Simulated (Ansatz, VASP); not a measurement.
## Two plane-wave programs on Al2Cl

```
Al Cl
1.0
     0.00000    4.05922    4.05922
     4.05922    0.00000    4.05922
     4.05922    4.05922    0.00000
Al Cl
4 2
Direct
  0.12500 0.12500 0.12500
  0.62500 0.12500 0.12500
  0.12500 0.62500 0.12500
  0.12500 0.12500 0.62500
  0.50000 0.50000 0.50000
  0.75000 0.75000 0.75000
```

Change from the starting cell: species swapped into the ZrNi2 type (Fd-3m, No. 227).

Alike in both runs: task relaxation of cell and atoms; functional PBE; k mesh 8 × 8 × 8; occupations gaussian, width 0.1 eV; no spin polarisation.

|  | VASP | Ansatz |
| --- | --- | --- |
| version | VASP 6.6.1 | Ansatz 0.2.0 |
| potentials or method | VASP PAW PBE potentials, release 64 (Al, Cl), cutoff 600 eV | scalar-relativistic, plane waves, PAW |
| valence electrons in the cell | 26 | 26 |

VASP gave:

```
gap on the k mesh at the Fermi level, each at its own relaxed structure (eV) : none
relaxed volume (Å³/atom)                                                     : 21.90
relaxed length of the cell vector where the two differ most in proportion (Å)              : 5.706
```

Question: Which values does Ansatz return?

Answer: gap on the k mesh at the Fermi level, each at its own relaxed structure (eV): none; relaxed volume (Å³/atom): 21.88; relaxed length of the cell vector where the two differ most in proportion (Å): 5.705.

A gap of «none» marks a metal or a gap that the smearing closes.
